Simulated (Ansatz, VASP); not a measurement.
## One calculation of Ca, two programs

```xyz
2
Lattice="3.8672 0.0000 0.0000 -1.9336 3.3491 0.0000 0.0000 0.0000 6.3483" Properties=species:S:1:pos:R:3 pbc="T T T"
Ca    0.0000    2.2327    1.5871
Ca    1.9336    1.1164    4.7612
```

Alike in both runs: task single point; functional RPBE; k mesh 10 × 10 × 6; occupations fermi-dirac, width 0.1 eV; no spin polarisation.

```csv
,VASP,Ansatz
version,VASP 6.6.1,Ansatz 0.2.0
potentials or method,"VASP PAW PBE potentials, release 64 (Ca_sv), cutoff 520 eV","plane waves (420 eV) with PAW, scalar-relativistic"
valence electrons in the cell,20,20
```

|  | VASP | Ansatz | Ansatz less VASP |
| --- | --- | --- | --- |
| pressure (GPa) | 1.6 | 1.6 | -0.01 |
| traceless stress, the component that is largest in VASP (GPa) | 0.09 | 0.08 | -0.002 |

VASP's potentials were made for PBE, not for RPBE. With one functional, cell and mesh, what is left measures potentials, basis and numerics.
